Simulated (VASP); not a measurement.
A run of VASP 6.6.1:

The input INCAR:

```
SYSTEM = P
ALGO = Normal
EDIFF = 1E-6
EDIFFG = -0.01
ENCUT = 600
GGA = PS
IBRION = 2
ISIF = 4
ISMEAR = 0
IVDW = 12
LASPH = .TRUE.
LCHARG = .FALSE.
LREAL = .FALSE.
LWAVE = .FALSE.
NELM = 60
NSW = 50
PREC = Accurate
SIGMA = 0.1
```

Contents of KPOINTS:

```
k-points
0
G
  18 18 18
  0 0 0
```

File POSCAR:

```
P
1.0
   -1.7124233879      2.4203041429      1.7129664330
    1.7124233879     -2.4203041429      1.7129664330
    1.7124233879      2.4203041429     -1.7129664330
P
2
Direct
    0.7673866805      0.0173866805      0.7500000000
    0.2326133195      0.9826133195      0.2500000000
```

Potentials or basis: VASP PAW PBE potentials, release 64 (P).

Launch:

```bash
$ cat potpaw_PBE.64/P/POTCAR > POTCAR
$ mpirun -np 1 vasp_std > vasp.out
```

Hardware: 1 thread of Intel Xeon 8259CL (shared host).

Question: Estimate the wall time of this run.

Answer: It took 14 min on 1 thread of Intel Xeon 8259CL, on a shared host, peak memory 0.36 GiB. Counts: scf iterations 34, k points 865, ion steps 6.
